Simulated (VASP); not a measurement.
# Ge2Sb3Se (P4/mmm) in VASP: notebook, part 3 of 3

VASP 6.6.1. The steps go on from the part before.

## Step 5: Relaxation of cell and atoms, PBE

File INCAR:

```
ALGO = Normal ; EDIFF = 1E-6
EDIFFG = -0.04 ; ENCUT = 600
GGA = PE ; IBRION = 2
ISIF = 3 ; ISMEAR = 0
LASPH = True ; LCHARG = False
LREAL = False ; LWAVE = False
NELM = 100 ; NSW = 90
PREC = Accurate ; SIGMA = 0.1
```

File KPOINTS:

```
k-points
0
Gamma
  4 4 2
```

File POSCAR:

```
Ge2Sb3Se
1.0
    4.3196536000      0.0000000000      0.0000000000
    0.0000000000      4.3196536000      0.0000000000
    0.0000000000      0.0000000000      8.0842884100
Ge Sb Se
2 3 1
Direct
    0.0000000000      0.5000000000      0.5000000000
    0.5000000000      0.0000000000      0.5000000000
    0.5000000000      0.5000000000      0.5000000000
    0.0000000000      0.5000000000      0.0000000000
    0.5000000000      0.0000000000      0.0000000000
    0.5000000000      0.5000000000      0.0000000000
```

Potentials or basis: VASP PAW PBE potentials, release 64 (Ge_d, Sb, Se).

The run is started by

```bash
$ cat potpaw_PBE.64/Ge_d/POTCAR potpaw_PBE.64/Sb/POTCAR potpaw_PBE.64/Se/POTCAR > POTCAR
$ mpirun -np 1 vasp_std > vasp.out
```

OUTCAR:

```text
EDIFF = 1E-6
   EDIFFG = -0.04
   ENCUT = 600
   GGA = PE
   IBRION = 2
   ISIF = 3
   ISMEAR = 0
   LASPH = True
   LREAL = False
   NELM = 100
   NSW = 90
   PREC = Accurate

 ion  position               nearest neighbor table
   1  0.000  0.500  0.500-   3 2.16   3 2.16
   2  0.500  0.000  0.500-   3 2.16   3 2.16
   3  0.500  0.500  0.500-   1 2.16   2 2.16   2 2.16   1 2.16
   4  0.000  0.500  0.000-   6 2.16   6 2.16   5 3.05   5 3.05   5 3.05   5 3.05
   5  0.500  0.000  0.000-   6 2.16   6 2.16   4 3.05   4 3.05   4 3.05   4 3.05
   6  0.500  0.500  0.000-   4 2.16   5 2.16   5 2.16   4 2.16

  LATTYP: Found a simple tetragonal cell.
 ALAT       =     4.3196536000
 C/A-ratio  =     1.8715131255

  Lattice vectors:

 A1 = (   4.3196536000,   0.0000000000,   0.0000000000)
 A2 = (   0.0000000000,   4.3196536000,   0.0000000000)
 A3 = (   0.0000000000,   0.0000000000,   8.0842884100)

Analysis of symmetry for initial positions (statically):
=====================================================================
 Subroutine PRICEL returns:
 Original cell was already a primitive cell.

 Routine SETGRP: Setting up the symmetry group for a
 simple tetragonal supercell.

 Subroutine GETGRP returns: Found 16 space group operations
 (whereof 16 operations were pure point group operations)
 out of a pool of 16 trial point group operations.

The static configuration has the point symmetry D_4h.

Analysis of symmetry for dynamics (positions and initial velocities):
=====================================================================
 Subroutine PRICEL returns:
 Original cell was already a primitive cell.

 Routine SETGRP: Setting up the symmetry group for a
 simple tetragonal supercell.

 Subroutine GETGRP returns: Found 16 space group operations
 (whereof 16 operations were pure point group operations)
 out of a pool of 16 trial point group operations.

The dynamic configuration has the point symmetry D_4h.

 Subroutine INISYM returns: Found 16 space group operations
 (whereof 16 operations are pure point group operations),
 and found     1 'primitive' translations

----------------------------------------------------------------------------------------

                                     Primitive cell

  volume of cell :     150.8480

  direct lattice vectors                    reciprocal lattice vectors
     4.319653600  0.000000000  0.000000000     0.231500044  0.000000000  0.000000000
     0.000000000  4.319653600  0.000000000     0.000000000  0.231500044  0.000000000
     0.000000000  0.000000000  8.084288410     0.000000000  0.000000000  0.123696725

  length of vectors
     4.319653600  4.319653600  8.084288410     0.231500044  0.231500044  0.123696725

  position of ions in fractional coordinates (direct lattice)
     0.000000000  0.500000000  0.500000000
     0.500000000  0.000000000  0.500000000
     0.500000000  0.500000000  0.500000000
     0.000000000  0.500000000  0.000000000
     0.500000000  0.000000000  0.000000000
     0.500000000  0.500000000  0.000000000

  ion indices of the primitive-cell ions
   primitive index   ion index
                 1           1
                 2           2
                 3           3
                 4           4
                 5           5
                 6           6

----------------------------------------------------------------------------------------

 KPOINTS: k-points

Automatic generation of k-mesh.
 Grid dimensions read from file:
 generate k-points for:    4    4    2

 Generating k-lattice:

  Cartesian coordinates                     Fractional coordinates (reciprocal lattice)
     0.057875011  0.000000000  0.000000000     0.250000000  0.000000000  0.000000000
     0.000000000  0.057875011  0.000000000     0.000000000  0.250000000  0.000000000
     0.000000000  0.000000000  0.061848362     0.000000000  0.000000000  0.500000000

  Length of vectors
     0.057875011  0.057875011  0.061848362

  Shift w.r.t. Gamma in fractional coordinates (k-lattice)
     0.000000000  0.000000000  0.000000000

 Subroutine IBZKPT returns following result:
 ===========================================

 Found     12 irreducible k-points:

 Following reciprocal coordinates:
            Coordinates               Weight
  0.000000  0.000000  0.000000      1.000000
  0.250000  0.000000  0.000000      4.000000
  0.500000  0.000000  0.000000      2.000000
  0.250000  0.250000  0.000000      4.000000
  0.500000  0.250000  0.000000      4.000000
  0.500000  0.500000  0.000000      1.000000
  0.000000  0.000000  0.500000      1.000000
  0.250000  0.000000  0.500000      4.000000
  0.500000  0.000000  0.500000      2.000000
  0.250000  0.250000  0.500000      4.000000
  0.500000  0.250000  0.500000      4.000000
  0.500000  0.500000  0.500000      1.000000
   k-points           NKPTS =     12   k-points in BZ     NKDIM =     12   number of bands    NBANDS=     29
   number of dos      NEDOS =    301   number of ions     NIONS =      6
   total plane-waves  NPLWV =  90720
   dimension x,y,z NGX =    36 NGY =   36 NGZ =   70
   dimension x,y,z NGXF=    72 NGYF=   72 NGZF=  140
   ions per type =               2   3   1
   NGX,Y,Z   is equivalent  to a cutoff of  13.85, 13.85, 14.39 a.u.
   NGXF,Y,Z  is equivalent  to a cutoff of  27.71, 27.71, 28.79 a.u.
 SYSTEM =  unknown system
   PREC   = accura    normal or accurate (medium, high low for compatibility)
   ISTART =      0    job   : 0-new  1-cont  2-samecut
   ICHARG =      2    charge: 1-file 2-atom 10-const
   ISPIN  =      1    spin polarized calculation?
   LNONCOLLINEAR =      F non collinear calculations
   LSORBIT =      F    spin-orbit coupling
   LASPH  =      T    aspherical Exc in radial PAW
   ENCUT  =  600.0 eV  44.10 Ry    6.64 a.u.   8.63  8.63 16.15*2*pi/ulx,y,z
   NELM   =    100;   NELMIN=  2; NELMDL= -5     # of ELM steps
   EDIFF  = 0.1E-05   stopping-criterion for ELM
   LREAL  =      F    real-space projection
   EDIFFG = -.4E-01   stopping-criterion for IOM
   NSW    =     90    number of steps for IOM
   IBRION =      2    ionic relax: 0-MD 1-quasi-New 2-CG
   NFREE  =      1    steps in history (QN), initial steepest desc. (CG)
   ISIF   =      3    stress and relaxation
   ISYM   =      2    0-nonsym 1-usesym 2-fastsym
   POTIM  = 0.5000    time-step for ionic-motion
   TEBEG  =    0.0;   TEEND  =   0.0 temperature during run
   PSTRESS=    0.0 pullay stress
   NELECT =      49.0000    total number of electrons
   NUPDOWN=      -1.0000    fix difference up-down
   EMIN   =  10.00;   EMAX   =-10.00  energy-range for DOS
   EFERMI =   0.00;   METHOD = LEGACY
   ISMEAR =     0;   SIGMA  =   0.10  broadening in eV -4-tet -1-fermi 0-gaus
   EFERMI_NEDOS =   21; number of points for ismear=-14 and -15
   IALGO  =     38    algorithm
   IMIX   =      4    mixing-type and parameters
     AMIX     =   0.40;   BMIX     =  1.00
     AMIX_MAG =   1.60;   BMIX_MAG =  1.00
  volume/ion in A,a.u.               =      25.14       169.66
  Fermi-wavevector in a.u.,A,eV,Ry     =   1.125366  2.126633 17.231068  1.266448
  Thomas-Fermi vector in A             =   2.262042
   LORBIT       =      0    0 simple, 1 ext, 2 COOP (PROOUT), +10 PAW based schemes
   GGA     = PE    functional components
   LHFCALC =     F    Hartree Fock is set to
   AEXX    =    0.0000 exact exchange contribution
   IVDW    =     0    specifies the selected vdW correction
   LEPSILON=     F    determine dielectric tensor
   LRPA    =     F    only Hartree local field effects (RPA)
 conjugate gradient relaxation of ions
 non-spin polarized calculation
 Gauss-broadening in eV      SIGMA  =   0.10
  energy-cutoff  :      600.00
  volume of cell :      150.85
 maximum number of plane-waves:      5072
 NGX is ok and might be reduce to    36
   NGX = 17   NGY = 17   NGZ = 33

--------------------------------------- Ionic step        1  -------------------------------------------

 number of electron      49.0000002 magnetization

 Free energy of the ion-electron system (eV)
  ---------------------------------------------------
  ext. energy  EPLUGINS =         0.00000000
  ---------------------------------------------------
  free energy    TOTEN  =        -3.59306144 eV

  energy without entropy =       -3.55933857  energy(sigma->0) =       -3.57620001

------------------------ aborting loop because EDIFF is reached ----------------------------------------

  FORCE on cell =-STRESS in cart. coord.  units (eV):
  Direction    XX          YY          ZZ          XY          YZ          ZX
  --------------------------------------------------------------------------------------
  -------------------------------------------------------------------------------------
  Total       88.5877311     88.5877311     -4.0003335      0.0000000      0.0000000      0.0000000
  in kB      940.9022774    940.9022774    -42.4880829      0.0000000      0.0000000      0.0000000
  external PRESSURE =     613.1054906 kB  Pullay stress =       0.0000000 kB
[... 886 lines left out ...]
     28       6.7290      0.00000
     29       6.7290      0.00000

[... ionic steps 4 to 17 ...]

--------------------------------------- Ionic step       18  -------------------------------------------

 number of electron      48.9999930 magnetization

------------------------ aborting loop because EDIFF is reached ----------------------------------------
[... 75 lines left out ...]
--------------------------------------- Ionic step       20  -------------------------------------------

 number of electron      49.0000025 magnetization

 Free energy of the ion-electron system (eV)
  ---------------------------------------------------
  ext. energy  EPLUGINS =         0.00000000
  ---------------------------------------------------
  free energy    TOTEN  =       -22.45711992 eV

  energy without entropy =      -22.43908066  energy(sigma->0) =      -22.44810029

 E-fermi :   4.4893     XC(G=0):  -8.9206

 val. band max:        4.4807299412   @ k =   0.5000   0.2500   0.5000
 cond. band min:       4.5648459761   @ k =   0.5000   0.5000   0.0000
 fundamental gap:      0.0841160349
 Fermi energy:         4.4893105026
[... 415 lines left out ...]
  FREE ENERGIE OF THE ION-ELECTRON SYSTEM (eV)
  ---------------------------------------------------
  free  energy   TOTEN  =       -22.4571199155 eV

  energy  without entropy=      -22.4390806640  energy(sigma->0) =      -22.44810029

 reached required accuracy - stopping structural energy minimisation
```

Wall time 38 min (1 thread of Intel Xeon 8259CL, shared host); peak memory 0.35 GiB.

Results:

* Free energy: -22.4571 eV
* Relaxed volume: 30.92 Å³/atom
* Relaxed cell: a = 5.732 Å, b = 5.732 Å, c = 5.647 Å, α = 90.00°, β = 90.00°, γ = 90.00°
* Space group after relaxing (to 0.1 Å): P4/mmm (No. 123)
* Energy gained by relaxing: 3144.0 meV/atom
* Ionic steps: 20
* Pressure after relaxing: -0.1 GPa
* Band gap on the k mesh: zero (an odd number of electrons rules out a gap without spin polarisation)

Step by step:
| step | energy change (eV) | largest force (eV/Å) | pressure (GPa) | volume (Å³) |
| --- | --- | --- | --- | --- |
| 1 | 0.0000 | 0.0000 | 61.31 | 150.85 |
| 2 | -8.3991 | 0.0000 | -8.41 | 428.05 |
| 3 | -15.8495 | 0.0000 | -3.76 | 257.70 |
| 4 | -16.0138 | 0.0000 | -2.93 | 250.36 |
| 5 | -16.1063 | 0.0000 | -0.18 | 232.97 |
| 6 | -16.1272 | 0.0000 | -1.21 | 238.49 |
| 7 | -16.1260 | 0.0000 | -0.87 | 236.56 |
| 8 | -16.2851 | 0.0000 | -0.90 | 229.00 |
| 9 | -17.1532 | 0.0000 | -1.02 | 206.32 |
| 10 | -18.2675 | 0.0000 | 9.14 | 160.85 |
| 11 | -18.1989 | 0.0000 | 0.74 | 184.25 |
| 12 | -18.4893 | 0.0000 | 3.45 | 172.55 |
| 13 | -18.5046 | 0.0000 | 4.26 | 169.97 |
| 14 | -18.5744 | 0.0000 | 4.66 | 169.22 |
| 15 | -18.5155 | 0.0000 | 6.52 | 167.12 |
| 16 | -18.6059 | 0.0000 | 5.14 | 168.51 |
| 17 | -18.6846 | 0.0000 | 4.22 | 171.05 |
| 18 | -18.8308 | 0.0000 | 1.63 | 178.79 |
| 19 | -18.7957 | 0.0000 | -2.03 | 194.93 |
| 20 | -18.8641 | 0.0000 | -0.10 | 185.54 |

Final structure:
```cif
data_structure
_symmetry_space_group_name_H-M 'P 1'
_symmetry_Int_Tables_number 1
_cell_length_a 5.7323
_cell_length_b 5.7323
_cell_length_c 5.6466
_cell_angle_alpha 90.000
_cell_angle_beta 90.000
_cell_angle_gamma 90.000
_cell_volume 185.54
loop_
_atom_site_label
_atom_site_type_symbol
_atom_site_fract_x
_atom_site_fract_y
_atom_site_fract_z
_atom_site_occupancy
Ge1 Ge 0.00000 0.50000 0.50000 1
Ge2 Ge 0.50000 0.00000 0.50000 1
Sb1 Sb 0.50000 0.50000 0.50000 1
Sb2 Sb 0.00000 0.50000 0.00000 1
Sb3 Sb 0.50000 0.00000 0.00000 1
Se1 Se 0.50000 0.50000 0.00000 1
```

Caveat: the k points lie up to 0.56 Å⁻¹ apart in the final cell, too coarse for converged energies and pressures of a metal; the volume moved by over 15 % at a fixed basis, so the end points are rough; spin-orbit coupling is left out, which moves the levels of the heavy elements.

## Step 6: Summary

```csv
task,cell,k mesh,cutoff (eV),gap on the mesh (eV),pressure (GPa)
single point,"a = 4.320, b = 4.320, c = 8.084 Å, 6 atoms",4 × 4 × 2,520,none,61.3
single point,"a = 5.778, b = 5.778, c = 5.692 Å, 6 atoms",4 × 4 × 4,520,none,-0.1
single point,"a = 5.732, b = 5.732, c = 5.645 Å, 6 atoms",4 × 4 × 2,520,none,0.0
relaxation of cell and atoms,"relaxed from a = 4.320, b = 4.320, c = 8.084 Å, 6 atoms",4 × 4 × 2,600,none,-0.1
```

Alike in all rows: level PBE; potentials or basis VASP PAW PBE potentials, release 64 (Ge_d, Sb, Se); no spin polarisation; smearing gaussian 0.1 eV.

Caveats: some runs use coarse meshes; spin-orbit coupling is left out, which moves the levels of the heavy elements; this functional lacks dispersion, which binds the layers, so the pressure and a relaxed spacing across them are unreliable (at least some runs); the volume moved by over 15 % at a fixed basis, so the end points are rough (at least some runs).

Total energies depend on the potentials used, so only differences within one code and one set of settings carry meaning.
